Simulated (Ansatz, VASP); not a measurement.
## AlN in VASP and in Ansatz

Contents of INCAR:

```
SYSTEM = AlN
PREC = Accurate ; ENCUT = 520
EDIFF = 1E-6 ; ISMEAR = 0
SIGMA = 0.05 ; LREAL = .FALSE.
LASPH = .TRUE. ; NELM = 100
ALGO = Normal ; ISIF = 2
LWAVE = .FALSE. ; LCHARG = .FALSE.
GGA = PS ; NBANDS = 26
```

File KPOINTS:

```
Automatic mesh
0
G
  8 8 8
  0 0 0
```

The input POSCAR:

```
AlN
1.0
   -3.1135599857      0.0000000000      0.0000000000
    0.0000000000      5.3928440876      0.0000000000
    1.5567799928     -2.6964220438     -4.9833504711
Al N
4 4
Direct
    0.9992431397      0.3361877850      0.9984862794
    0.4992431397      0.8361877850      0.9984862794
    0.2492431397      0.9122984944      0.4984862794
    0.7492431397      0.4122984944      0.4984862794
    0.8082585293      0.1493799584      0.6165170587
    0.3082585293      0.6493799584      0.6165170587
    0.0582585293      0.7171371003      0.1165170587
    0.5582585293      0.2171371003      0.1165170587
```

Input for Ansatz:

```yaml
crystal:
  lattice:
    - [-3.1135599857, 0.0, 0.0]
    - [0.0, 5.3928440876, 0.0]
    - [1.5567799928, -2.6964220438, -4.9833504711]
  atoms:
    - { symbol: Al, position: [0.9992431397, 0.336187785, 0.9984862794] }
    - { symbol: Al, position: [0.4992431397, 0.836187785, 0.9984862794] }
    - { symbol: Al, position: [0.2492431397, 0.9122984944, 0.4984862794] }
    - { symbol: Al, position: [0.7492431397, 0.4122984944, 0.4984862794] }
    - { symbol: "N", position: [0.8082585293, 0.1493799584, 0.6165170587] }
    - { symbol: "N", position: [0.3082585293, 0.6493799584, 0.6165170587] }
    - { symbol: "N", position: [0.0582585293, 0.7171371003, 0.1165170587] }
    - { symbol: "N", position: [0.5582585293, 0.2171371003, 0.1165170587] }
basis:
  ecutwfc: 520.0
kpoints:
  mp_grid: { grid: [8, 8, 8] }
hamiltonian:
  xc: pbesol
  pseudopotentials: { kind: paw, azcp: { folder: soft_1 } }
scf:
  occupations: { method: gaussian, width: 0.05 }
output:
  forces: true
  stress: true
  eigenvalues: true
```

Change from the starting cell: mode 4 frozen in at +0.000 Å and mode 15 at +0.042 Å (largest displacements).

Alike in both runs: task single point; functional PBEsol; k mesh 8 × 8 × 8; occupations gaussian, width 0.05 eV; no spin polarisation.

```csv
,VASP,Ansatz
version,VASP 6.6.1,Ansatz 0.2.0
potentials or method,"VASP PAW PBE potentials, release 64 (Al, N), cutoff 520 eV","scalar-relativistic, plane waves, PAW"
valence electrons in the cell,32,32
```

|  | VASP | Ansatz | Ansatz less VASP |
| --- | --- | --- | --- |
| gap on the k mesh at the Fermi level (eV) | 4.10 | 4.09 | -0.016 |
| least direct gap on the mesh (eV) | 4.10 | 4.09 | -0.016 |
| pressure (GPa) | 0.6 | 0.6 | -0.02 |
| traceless stress, the component that is largest in VASP (GPa) | 5.27 | 5.19 | -0.073 |
| rms of the force components (eV/Å) | 0.571 | 0.566 | -0.0052 |

VASP's potentials were made for PBE, not for PBEsol, and Ansatz warns of the same on its side. Atom by atom the forces differ by 0.005 eV/Å (rms over components). With one functional, cell and mesh, what is left measures potentials, basis and numerics.
